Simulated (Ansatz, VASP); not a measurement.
# Two plane-wave programs on InBiO

INCAR

```
PREC = Accurate ; ENCUT = 600
EDIFF = 1E-6 ; ISMEAR = 0
SIGMA = 0.1 ; LREAL = F
LASPH = T ; NELM = 60
ALGO = Normal ; ISIF = 3
LWAVE = F ; LCHARG = F
GGA = PE ; IBRION = 2
NSW = 90 ; EDIFFG = -0.04
```

The input KPOINTS:

```
Automatic mesh
0
Gamma
  6 6 2
```

The input POSCAR:

```
InBiO
1.0
    4.6266659400      0.0000000000      0.0000000000
   -2.3133329700      4.0068102400      0.0000000000
    0.0000000000      0.0000000000      7.5720313900
In Bi O
2 2 2
Direct
    0.6666666700      0.3333333300      0.2500000000
    0.3333333300      0.6666666700      0.7500000000
    0.0000000000      0.0000000000      0.0000000000
    0.0000000000      0.0000000000      0.5000000000
    0.6666666700      0.3333333300      0.7500000000
    0.3333333300      0.6666666700      0.2500000000
```

Input for Ansatz:

```yaml
crystal:
  lattice:
    - [4.62666594, 0.0, 0.0]
    - [-2.31333297, 4.00681024, 0.0]
    - [0.0, 0.0, 7.57203139]
  atoms:
    - { symbol: In, position: [0.66666667, 0.33333333, 0.25] }
    - { symbol: In, position: [0.33333333, 0.66666667, 0.75] }
    - { symbol: Bi, position: [0.0, 0.0, 0.0] }
    - { symbol: Bi, position: [0.0, 0.0, 0.5] }
    - { symbol: O, position: [0.66666667, 0.33333333, 0.75] }
    - { symbol: O, position: [0.33333333, 0.66666667, 0.25] }
basis:
  ecutwfc: 420
kpoints:
  mp_grid: { grid: [6, 6, 2] }
hamiltonian:
  xc: pbe
scf:
  occupations: { method: gaussian, width: 0.1 }
  lower_state_search: "off"
output:
  forces: true
  stress: true
  eigenvalues: true
relax:
  adjacent_minimum: "off"
  f_tol: 0.04
  max_steps: 70
  cell: { stress_tol: 0.4 }
```

Change from the starting cell: species swapped into the NdZnIn type (P6_3/mmc, No. 194).

Alike in both runs: task relaxation of cell and atoms; functional PBE; k mesh 6 × 6 × 2; occupations gaussian, width 0.1 eV; no spin polarisation.

|  | VASP | Ansatz |
| --- | --- | --- |
| version | VASP 6.6.1 | Ansatz 0.2.0 |
| potentials or method | VASP PAW PBE potentials, release 64 (In_d, Bi_d, O), cutoff 600 eV | scalar-relativistic, plane waves, PAW |
| valence electrons in the cell | 68 | 68 |

```csv
,VASP,Ansatz,Ansatz less VASP
"gap on the k mesh at the Fermi level, each at its own relaxed structure (eV)",none,none,-
relaxed volume (Å³/atom),21.37,22.59,+1.211
relaxed cell length with the largest relative difference (Å),10.894,11.837,+0.9428
```

A gap of «none» marks a metal or a gap that the smearing closes. One of these differences is far larger than is usual between the two programs; its cause wasn't traced.

The k mesh is coarse, so the values compare programs but aren't converged. Neither program's run includes spin-orbit coupling.
